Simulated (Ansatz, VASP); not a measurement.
# Ba: VASP beside Ansatz

Contents of INCAR:

```
SYSTEM = Ba
PREC = Accurate
ENCUT = 520
EDIFF = 1E-6
ISMEAR = 0
SIGMA = 0.1
LREAL = .FALSE.
LASPH = .TRUE.
NELM = 100
ALGO = Normal
ISIF = 2
LWAVE = .FALSE.
LCHARG = .TRUE.
GGA = PE
LELF = .TRUE.
LVHAR = .TRUE.
NBANDS = 11
```

Contents of KPOINTS:

```
regular mesh
0
G
  9 9 9
  0 0 0
```

Contents of POSCAR:

```
Ba
1.0
   -2.5124914082      2.5124914082      2.5124914082
    2.5124914082     -2.5124914082      2.5124914082
    2.5124914082      2.5124914082     -2.5124914082
Ba
1
Direct
    0.0000000000      0.0000000000      0.0000000000
```

Input for Ansatz:

```yaml
crystal:
  lattice:
    - [-2.5124914082, 2.5124914082, 2.5124914082]
    - [2.5124914082, -2.5124914082, 2.5124914082]
    - [2.5124914082, 2.5124914082, -2.5124914082]
  atoms:
    - { symbol: Ba, position: [0.0, 0.0, 0.0] }
hamiltonian:
  xc: pbe
  pseudopotentials:
    kind: paw
    azcp:
      Ba: "pseudopotentials/Ba.paw.azcp"
basis:
  ecutwfc: 420
  fft_grid_basis: typed
kpoints:
  mp_grid: { grid: [9, 9, 9], shift: [0, 0, 0] }
magnetization:
  spin_polarized: false
scf:
  occupations: { method: gaussian, width: 0.1 }
  lower_state_search: "off"
output:
  stress: true
```

Alike in both runs: task single point; functional PBE; k mesh 9 × 9 × 9; occupations gaussian, width 0.1 eV; no spin polarisation.

```csv
,VASP,Ansatz
version,VASP 6.6.1,Ansatz 0.2.0
potentials or method,"VASP PAW PBE potentials, release 64 (Ba_sv), cutoff 520 eV","plane waves (420 eV) with PAW, scalar-relativistic"
valence electrons in the cell,10,10
```

```tsv
	VASP	Ansatz	Ansatz less VASP
pressure (GPa)	0.0	0.0	-0.05
```

Spin-orbit coupling is off throughout.
